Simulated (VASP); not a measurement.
Wanted: the native input for a VASP 6.6.1 run.

- Task: single point
- Functional: PBE
- Potentials or basis: VASP PAW PBE potentials, release 64 (Ga_d, N)
- Cutoff: 520 eV
- k mesh: 6 × 6 × 6
- Occupations: fermi-dirac, width 0.02 eV
- Spin: no spin polarisation
- Dipole correction: no
- Further INCAR settings: ALGO = Normal; EDIFF = 1e-06; NBANDS = 16

The structure of GaN lies in POSCAR:

```
GaN
1.0
    0.0000000000      1.9925000000      1.9925000000
    1.9925000000      0.0000000000      1.9925000000
    1.9925000000      1.9925000000      0.0000000000
Ga N
1 1
Direct
    0.5000000000      0.5000000000      0.5000000000
    0.0000000000      0.0000000000      0.0000000000
```

These files were run (other wordings do the same):

INCAR

```
SYSTEM = GaN
PREC     = Accurate       ! precision mode
ENCUT    = 520            ! plane-wave cutoff, eV
EDIFF    = 1E-6           ! SCF threshold, eV
ISMEAR   = -1             ! smearing method
SIGMA    = 0.02           ! smearing width, eV
LREAL    = .FALSE.        ! projectors in reciprocal space
LASPH    = .TRUE.         ! aspherical terms in the spheres
NELM     = 80             ! most SCF steps
ALGO     = Normal         ! electronic algorithm
ISIF     = 2              ! what is computed and relaxed
LWAVE    = .FALSE.        ! write WAVECAR
LCHARG   = .FALSE.        ! write CHGCAR
GGA      = PE             ! functional
NBANDS   = 16             ! bands
```

KPOINTS

```
Automatic mesh
0
G
  6 6 6
  0 0 0
```

Potentials or basis: VASP PAW PBE potentials, release 64 (Ga_d, N).

Run with:

```sh
$ cat potpaw_PBE.64/Ga_d/POTCAR potpaw_PBE.64/N/POTCAR > POTCAR
$ mpirun -np 1 vasp_std > vasp.out
```

It gave:

```yaml
Pressure: 70.0 GPa
Band_gap_on_the_k_mesh: 1.80 eV, indirect (least direct gap 5.21 eV)
```

Caveat: the k points lie up to 0.46 Å⁻¹ apart.

It took 3.2 s on 1 thread of Intel(R) Xeon(R) 6975P-C (Granite Rapids), on a shared host, peak memory 0.13 GiB.
